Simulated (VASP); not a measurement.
# WSe2 in VASP: a series of runs

Runs on WSe2. Level: PBE+D3(BJ). Tasks: single point.

Everything below comes from runs of VASP 6.6.1. Logs are shortened: lines on timing, memory, paths and dates and some standing lists are left out, and cuts for length are marked.

## (1) The cell of the first run

The typed cell holds 24 atoms: a = 6.558 Å, b = 6.558 Å, c = 12.793 Å, α = 90.00°, β = 90.00°, γ = 120.00°.

## (2) Single point, PBE+D3(BJ)

File INCAR:

```
SYSTEM = WSe2
PREC     = Accurate       ! precision mode
ENCUT    = 520            ! plane-wave cutoff, eV
EDIFF    = 1E-6           ! SCF threshold, eV
ISMEAR   = 0              ! smearing method
SIGMA    = 0.01           ! smearing width, eV
LREAL    = Auto         
LASPH    = .TRUE.         ! aspherical terms in the spheres
NELM     = 80             ! most SCF steps
ALGO     = Normal         ! electronic algorithm
ISIF     = 2              ! what is computed and relaxed
LWAVE    = .FALSE.        ! write WAVECAR
LCHARG   = .FALSE.        ! write CHGCAR
GGA      = PE             ! functional
IVDW     = 12             ! dispersion correction
NBANDS   = 122            ! bands
```

File KPOINTS:

```
Automatic mesh
0
Gamma
  3 3 2
  0 0 0.5
```

File POSCAR:

```
WSe2
1.0
    3.2790405346     -5.6794648059      0.0000000000
    3.2790405345      5.6794648059      0.0000000000
    0.0000000000      0.0000000000     12.7928277828
W Se
8 16
Direct
    0.6666666667      0.3333333333      0.2500161501
    0.1666666667      0.3333333333      0.2500161501
    0.6666666667      0.8333333333      0.2500161501
    0.1666666667      0.8333333333      0.2500161501
    0.3333333333      0.1666666667      0.7499838499
    0.8333333333      0.1666666667      0.7499838499
    0.3333333333      0.6666666667      0.7499838499
    0.8333333333      0.6666666667      0.7499838499
    0.3333333333      0.1666666667      0.3816760043
    0.8333333333      0.1666666667      0.3816760043
    0.3333333333      0.6666666667      0.3816760043
    0.8333333333      0.6666666667      0.3816760043
    0.6666666667      0.3333333333      0.8816432762
    0.1666666667      0.3333333333      0.8816432762
    0.6666666667      0.8333333333      0.8816432762
    0.1666666667      0.8333333333      0.8816432762
    0.3333333333      0.1666666667      0.1183567238
    0.8333333333      0.1666666667      0.1183567238
    0.3333333333      0.6666666667      0.1183567238
    0.8333333333      0.6666666667      0.1183567238
    0.6666666667      0.3333333333      0.6183239957
    0.1666666667      0.3333333333      0.6183239957
    0.6666666667      0.8333333333      0.6183239957
    0.1666666667      0.8333333333      0.6183239957
```

Potentials or basis: VASP PAW PBE potentials, release 64 (W_sv, Se).

The run is started by

```console
cat potpaw_PBE.64/W_sv/POTCAR potpaw_PBE.64/Se/POTCAR > POTCAR
mpirun -np 1 vasp_std > vasp.out
```

OUTCAR:

```text
SYSTEM = WSe2
   PREC = Accurate
   ENCUT = 520
   EDIFF = 1E-6
   ISMEAR = 0
   LREAL = Auto
   LASPH = .TRUE.
   NELM = 80
   ISIF = 2
   GGA = PE
   IVDW = 12
 IVDW          = 12

 ion  position               nearest neighbor table
   1  0.667  0.333  0.250-  18 2.53  20 2.53  17 2.53  10 2.53  12 2.53   9 2.53   3 3.28   3 3.28
                             4 3.28   4 3.28   2 3.28   2 3.28
   2  0.167  0.333  0.250-  17 2.53  19 2.53  18 2.53   9 2.53  11 2.53  10 2.53   4 3.28   4 3.28
                             3 3.28   3 3.28   1 3.28   1 3.28
   3  0.667  0.833  0.250-  20 2.53  18 2.53  19 2.53  12 2.53  10 2.53  11 2.53   1 3.28   1 3.28
                             2 3.28   2 3.28   4 3.28   4 3.28
   4  0.167  0.833  0.250-  19 2.53  17 2.53  20 2.53  11 2.53   9 2.53  12 2.53   2 3.28   2 3.28
                             1 3.28   1 3.28   3 3.28   3 3.28
   5  0.333  0.167  0.750-  14 2.53  16 2.53  13 2.53  22 2.53  24 2.53  21 2.53   7 3.28   7 3.28
                             8 3.28   8 3.28   6 3.28   6 3.28
   6  0.833  0.167  0.750-  13 2.53  15 2.53  14 2.53  21 2.53  23 2.53  22 2.53   8 3.28   8 3.28
                             7 3.28   7 3.28   5 3.28   5 3.28
   7  0.333  0.667  0.750-  16 2.53  14 2.53  15 2.53  24 2.53  22 2.53  23 2.53   5 3.28   5 3.28
                             6 3.28   6 3.28   8 3.28   8 3.28
   8  0.833  0.667  0.750-  15 2.53  13 2.53  16 2.53  23 2.53  21 2.53  24 2.53   6 3.28   6 3.28
                             5 3.28   5 3.28   7 3.28   7 3.28
   9  0.333  0.167  0.382-   2 2.53   4 2.53   1 2.53
  10  0.833  0.167  0.382-   1 2.53   3 2.53   2 2.53
  11  0.333  0.667  0.382-   4 2.53   2 2.53   3 2.53
  12  0.833  0.667  0.382-   3 2.53   1 2.53   4 2.53
  13  0.667  0.333  0.882-   6 2.53   8 2.53   5 2.53
  14  0.167  0.333  0.882-   5 2.53   7 2.53   6 2.53
[... 8 lines left out ...]
  23  0.667  0.833  0.618-   8 2.53   6 2.53   7 2.53
  24  0.167  0.833  0.618-   7 2.53   5 2.53   8 2.53

  LATTYP: Found a hexagonal cell.
 ALAT       =     6.5580810691
 C/A-ratio  =     1.9506968041

  Lattice vectors:

 A1 = (   3.2790405346,  -5.6794648059,   0.0000000000)
 A2 = (   3.2790405345,   5.6794648059,   0.0000000000)
 A3 = (   0.0000000000,   0.0000000000,  12.7928277828)

Analysis of symmetry for initial positions (statically):
=====================================================================
 Subroutine PRICEL returns following result:

  LATTYP: Found a hexagonal cell.
 ALAT       =     3.2790405346
 C/A-ratio  =     3.9013936083

  Lattice vectors:

 A1 = (   1.6395202673,  -2.8397324030,   0.0000000000)
 A2 = (   1.6395202672,   2.8397324030,   0.0000000000)
 A3 = (   0.0000000000,   0.0000000000,  12.7928277828)

   4 primitive cells build up your supercell.

 Routine SETGRP: Setting up the symmetry group for a
 hexagonal supercell.

 Subroutine GETGRP returns: Found 12 space group operations
 (whereof 12 operations were pure point group operations)
 out of a pool of 24 trial point group operations.

The static configuration has the point symmetry D_3d.

Analysis of symmetry for dynamics (positions and initial velocities):
=====================================================================
 Subroutine PRICEL returns following result:

  LATTYP: Found a hexagonal cell.
 ALAT       =     3.2790405346
 C/A-ratio  =     3.9013936083

  Lattice vectors:

 A1 = (   1.6395202673,  -2.8397324030,   0.0000000000)
 A2 = (   1.6395202672,   2.8397324030,   0.0000000000)
 A3 = (   0.0000000000,   0.0000000000,  12.7928277828)

   4 primitive cells build up your supercell.

 Routine SETGRP: Setting up the symmetry group for a
 hexagonal supercell.

 Subroutine GETGRP returns: Found 12 space group operations
 (whereof 12 operations were pure point group operations)
 out of a pool of 24 trial point group operations.

The dynamic configuration has the point symmetry D_3d.

 Subroutine INISYM returns: Found 12 space group operations
 (whereof 12 operations are pure point group operations),
 and found     4 'primitive' translations

----------------------------------------------------------------------------------------

                                     Primitive cell

  volume of cell :     119.1217

  direct lattice vectors                    reciprocal lattice vectors
     1.639520267 -2.839732403  0.000000000     0.304967258 -0.176072928  0.000000000
     1.639520267  2.839732403  0.000000000     0.304967258  0.176072928  0.000000000
     0.000000000  0.000000000 12.792827783     0.000000000  0.000000000  0.078168800

  length of vectors
     3.279040535  3.279040535 12.792827783     0.352145857  0.352145857  0.078168800

  position of ions in fractional coordinates (direct lattice)
     0.333333333  0.666666667  0.250016150
     0.666666667  0.333333333  0.749983850
     0.666666667  0.333333333  0.381676004
     0.333333333  0.666666667  0.881643276
     0.666666667  0.333333333  0.118356724
     0.333333333  0.666666667  0.618323996

  ion indices of the primitive-cell ions
   primitive index   ion index
                 1           1
                 2           6
                 3          10
                 4          13
                 5          18
                 6          21

----------------------------------------------------------------------------------------

 KPOINTS: Automatic mesh

Automatic generation of k-mesh.
 Grid dimensions read from file:
 generate k-points for:    3    3    2

 Generating k-lattice:

  Cartesian coordinates                     Fractional coordinates (reciprocal lattice)
     0.050827876 -0.029345488  0.000000000     0.333333333  0.000000000  0.000000000
     0.050827876  0.029345488  0.000000000     0.000000000  0.333333333  0.000000000
     0.000000000  0.000000000  0.039084400     0.000000000  0.000000000  0.500000000

  Length of vectors
     0.058690976  0.058690976  0.039084400

  Shift w.r.t. Gamma in fractional coordinates (k-lattice)
     0.000000000  0.000000000  0.500000000

 Subroutine IBZKPT returns following result:
 ===========================================

 Found      4 irreducible k-points:

 Following reciprocal coordinates:
            Coordinates               Weight
  0.000000  0.000000  0.250000      2.000000
  0.333333  0.000000  0.250000      6.000000
 -0.000000  0.333333  0.250000      6.000000
  0.333333  0.333333  0.250000      4.000000
   k-points           NKPTS =      4   k-points in BZ     NKDIM =      4   number of bands    NBANDS=    122
   number of dos      NEDOS =    301   number of ions     NIONS =     24
   total plane-waves  NPLWV = 240000
   dimension x,y,z NGX =    50 NGY =   50 NGZ =   96
   dimension x,y,z NGXF=   100 NGYF=  100 NGZF=  192
   ions per type =               8  16
   NGX,Y,Z   is equivalent  to a cutoff of  12.67, 12.67, 12.48 a.u.
   NGXF,Y,Z  is equivalent  to a cutoff of  25.35, 25.35, 24.95 a.u.
 SYSTEM =  WSe2
   PREC   = accura    normal or accurate (medium, high low for compatibility)
   ISTART =      0    job   : 0-new  1-cont  2-samecut
   ICHARG =      2    charge: 1-file 2-atom 10-const
   ISPIN  =      1    spin polarized calculation?
   LNONCOLLINEAR =      F non collinear calculations
   LSORBIT =      F    spin-orbit coupling
   LASPH  =      T    aspherical Exc in radial PAW
   ENCUT  =  520.0 eV  38.22 Ry    6.18 a.u.  12.19 12.19 23.79*2*pi/ulx,y,z
   NELM   =     80;   NELMIN=  2; NELMDL= -5     # of ELM steps
   EDIFF  = 0.1E-05   stopping-criterion for ELM
   LREAL  =      T    real-space projection
   EDIFFG = 0.1E-04   stopping-criterion for IOM
   NSW    =      0    number of steps for IOM
   IBRION =     -1    ionic relax: 0-MD 1-quasi-New 2-CG
   NFREE  =      0    steps in history (QN), initial steepest desc. (CG)
   ISIF   =      2    stress and relaxation
   ISYM   =      2    0-nonsym 1-usesym 2-fastsym
   POTIM  = 0.5000    time-step for ionic-motion
   TEBEG  =    0.0;   TEEND  =   0.0 temperature during run
   PSTRESS=    0.0 pullay stress
   NELECT =     208.0000    total number of electrons
   NUPDOWN=      -1.0000    fix difference up-down
   EMIN   =  10.00;   EMAX   =-10.00  energy-range for DOS
   EFERMI =   0.00;   METHOD = LEGACY
   ISMEAR =     0;   SIGMA  =   0.01  broadening in eV -4-tet -1-fermi 0-gaus
   EFERMI_NEDOS =   21; number of points for ismear=-14 and -15
   IALGO  =     38    algorithm
   IMIX   =      4    mixing-type and parameters
     AMIX     =   0.40;   BMIX     =  1.00
     AMIX_MAG =   1.60;   BMIX_MAG =  1.00
  volume/ion in A,a.u.               =      19.85       133.98
  Fermi-wavevector in a.u.,A,eV,Ry     =   1.241878  2.346810 20.983743  1.542262
  Thomas-Fermi vector in A             =   2.376257
   LORBIT       =      0    0 simple, 1 ext, 2 COOP (PROOUT), +10 PAW based schemes
   GGA     = PE    functional components
   LHFCALC =     F    Hartree Fock is set to
   AEXX    =    0.0000 exact exchange contribution
   IVDW    =    12    specifies the selected vdW correction
   LEPSILON=     F    determine dielectric tensor
   LRPA    =     F    only Hartree local field effects (RPA)
 non-spin polarized calculation
 Gauss-broadening in eV      SIGMA  =   0.01
  energy-cutoff  :      520.00
  volume of cell :      476.49
 maximum number of plane-waves:     12843
 NGX is ok and might be reduce to    50
   NGX = 25   NGY = 25   NGZ = 47

 number of electron     207.9999996 magnetization

 Free energy of the ion-electron system (eV)
  ---------------------------------------------------
  ext. energy  EPLUGINS =         0.00000000
  ---------------------------------------------------
  free energy    TOTEN  =      -172.31532250 eV

  energy without entropy =     -172.31532250  energy(sigma->0) =     -172.31532250

 E-fermi :   6.5410     XC(G=0): -10.8951

 val. band max:        6.4724261715   @ k =   0.0000   0.0000   0.2500
 cond. band min:       7.5445709545   @ k =   0.3333   0.3333   0.2500
 fundamental gap:      1.0721447829
 Fermi energy:         6.5409721331

 k-point     1 :       0.0000    0.0000    0.2500
  band No.  band energies     occupation
      1     -67.8206      2.00000
      2     -67.8205      2.00000
      3     -67.8098      2.00000
      4     -67.8098      2.00000
      5     -67.8098      2.00000
      6     -67.8098      2.00000
[... 108 lines left out ...]
    115       9.1533      0.00000
    116       9.1640      0.00000
[... 355 lines left out ...]
    115       8.5719      0.00000
    116       8.5720      0.00000
 [bands above 116 left out]

------------------------ aborting loop because EDIFF is reached ----------------------------------------

 Edisp (eV)  -11.40722

 E8    (eV) :    -5.0880

  FORCE on cell =-STRESS in cart. coord.  units (eV):
  Direction    XX          YY          ZZ          XY          YZ          ZX
  --------------------------------------------------------------------------------------
  -------------------------------------------------------------------------------------
  Total       0.69822     0.69822     0.96948    -0.00000    -0.00000     0.00000
  in kB       2.34775     2.34775     3.25985    -0.00000    -0.00000     0.00000
  external pressure =        2.65 kB  Pullay stress =        0.00 kB

 VOLUME and BASIS-vectors are now :
 -----------------------------------------------------------------------------
  energy-cutoff  :      520.00
  volume of cell :      476.49
      direct lattice vectors                 reciprocal lattice vectors
     3.279040535 -5.679464806  0.000000000     0.152483629 -0.088036464  0.000000000
     3.279040534  5.679464806  0.000000000     0.152483629  0.088036464  0.000000000
     0.000000000  0.000000000 12.792827783     0.000000000  0.000000000  0.078168800

 POSITION                                       TOTAL-FORCE (eV/Angst)
 -----------------------------------------------------------------------------------
      3.27904     -1.89315      3.19841        -0.000000     -0.000000      0.000141
      1.63952      0.94658      3.19841         0.000000     -0.000000      0.000141
      4.91856      0.94658      3.19841         0.000000     -0.000000      0.000141
      3.27904      3.78631      3.19841        -0.000000     -0.000000      0.000141
      1.63952     -0.94658      9.59441         0.000000      0.000000     -0.000141
      3.27904     -3.78631      9.59441        -0.000000      0.000000     -0.000141
[... 16 lines left out ...]
      4.91856      0.94658      7.91011        -0.000000      0.000000     -0.055143
      3.27904      3.78631      7.91011        -0.000000     -0.000000     -0.055143
 -----------------------------------------------------------------------------------
    total drift:                               -0.000000     -0.000000     -0.000000

  FREE ENERGIE OF THE ION-ELECTRON SYSTEM (eV)
  ---------------------------------------------------
  free  energy   TOTEN  =      -183.7225473862 eV

  energy  without entropy=     -183.7225473862  energy(sigma->0) =     -183.72254739
```

It took 15 min on 1 thread of AMD EPYC 7R13, shared host; peak memory 0.55 GiB.

What came out:

```yaml
Free_energy: -183.7225 eV
Pressure: 0.3 GPa
Largest_force: 0.057 eV/Å
Band_gap_on_the_k_mesh: 1.07 eV
Dispersion_energy_per_atom: -0.475 eV
```

Forces on the atoms (eV/Å):
```
W    0.000  0.000  0.000
W    0.000  0.000  0.000
W    0.000  0.000  0.000
W    0.000  0.000  0.000
W    0.000  0.000  0.000
W    0.000  0.000  0.000
W    0.000  0.000  0.000
W    0.000  0.000  0.000
Se   0.000  0.000  0.055
Se   0.000  0.000  0.055
Se   0.000  0.000  0.055
Se   0.000  0.000  0.055
Se   0.000  0.000  0.057
Se   0.000  0.000  0.057
Se   0.000  0.000  0.057
Se   0.000  0.000  0.057
Se   0.000  0.000 -0.057
Se   0.000  0.000 -0.057
Se   0.000  0.000 -0.057
Se   0.000  0.000 -0.057
Se   0.000  0.000 -0.055
Se   0.000  0.000 -0.055
Se   0.000  0.000 -0.055
Se   0.000  0.000 -0.055
```

Levels at points of the mesh, in eV from the valence-band top:
```tsv
k point	band 101	band 102	band 103	band 104	band 105	band 106	band 107	band 108
(0.00, 0.00, 0.25)	-1.06	-1.06	-0.48	0.00	2.21	2.21	2.21	2.24
```

Caveat: spin-orbit coupling is left out, which moves the levels of the heavy elements.

## (3) Single point, PBE+D3(BJ) (biaxial strain in the a-b plane: -4.5 %, then relaxed in part)

File INCAR:

```
ALGO = Normal
EDIFF = 1E-6
ENCUT = 520
GGA = PE
ISIF = 2
ISMEAR = 0
IVDW = 12
LASPH = T
LCHARG = F
LREAL = F
LWAVE = F
NBANDS = 35
NELM = 60
PREC = Accurate
SIGMA = 0.02
```

File KPOINTS:

```
k-points
0
Gamma
  12 12 2
```

File POSCAR:

```
WSe2
1.0
    3.1316109510      0.0000000000      0.0000000000
   -1.5658054755      2.7120546383      0.0000000000
    0.0000000000      0.0000000000     13.0207475256
W Se
2 4
Direct
    0.6666666667      0.3333333333      0.2499902346
    0.3333333333      0.6666666667      0.7500097654
    0.3333333333      0.6666666667      0.3837965523
    0.6666666667      0.3333333333      0.8838148638
    0.3333333333      0.6666666667      0.1161851362
    0.6666666667      0.3333333333      0.6162034477
```

Potentials or basis: VASP PAW PBE potentials, release 64 (W_sv, Se).

The run is started by

```console
cat potpaw_PBE.64/W_sv/POTCAR potpaw_PBE.64/Se/POTCAR > POTCAR
mpirun -np 1 vasp_std > vasp.out
```

Run time: 64 s. Hardware: 1 thread of Intel Xeon 6975P-C (Granite Rapids), shared host; peak memory 0.3 GiB.

It converged, with:

- Free energy: -45.5300 eV
- Pressure: 8.9 GPa
- Largest force: 0.056 eV/Å
- Band gap on the k mesh: 0.79 eV, indirect (least direct gap 1.50 eV)
- Dispersion energy per atom: -0.513 eV

Forces in eV/Å, atoms in the order of the input:
```
W    0.000  0.000  0.000
W    0.000  0.000  0.000
Se   0.000  0.000  0.056
Se   0.000  0.000  0.056
Se   0.000  0.000 -0.056
Se   0.000  0.000 -0.056
```

Stress tensor (GPa, compression positive):
```
13.01  0.00  0.00
 0.00 13.01  0.00
 0.00  0.00  0.55
```

Levels at points of the mesh, in eV from the valence-band top:
| k point | band 23 | band 24 | band 25 | band 26 | band 27 | band 28 | band 29 | band 30 |
| --- | --- | --- | --- | --- | --- | --- | --- | --- |
| (0.00, 0.00, 0.00) | -0.83 | -0.77 | -0.77 | -0.24 | 3.25 | 3.25 | 3.29 | 3.29 |
| (0.50, 0.00, 0.00) | -1.40 | -1.34 | -0.74 | -0.41 | 2.42 | 3.05 | 3.08 | 3.11 |
| (0.00, 0.00, 0.50) | -0.80 | -0.80 | -0.52 | -0.52 | 3.27 | 3.27 | 3.27 | 3.27 |
| (0.50, 0.00, 0.50) | -1.35 | -1.35 | -0.57 | -0.57 | 2.78 | 2.78 | 3.06 | 3.06 |

Caveat: the cell differs from its parent crystal (biaxial strain in the a-b plane: -4.5 %, then relaxed in part); spin-orbit coupling is left out, which moves the levels of the heavy elements. A k mesh can miss the band edges.

(Part 1 of 2 ends here.)
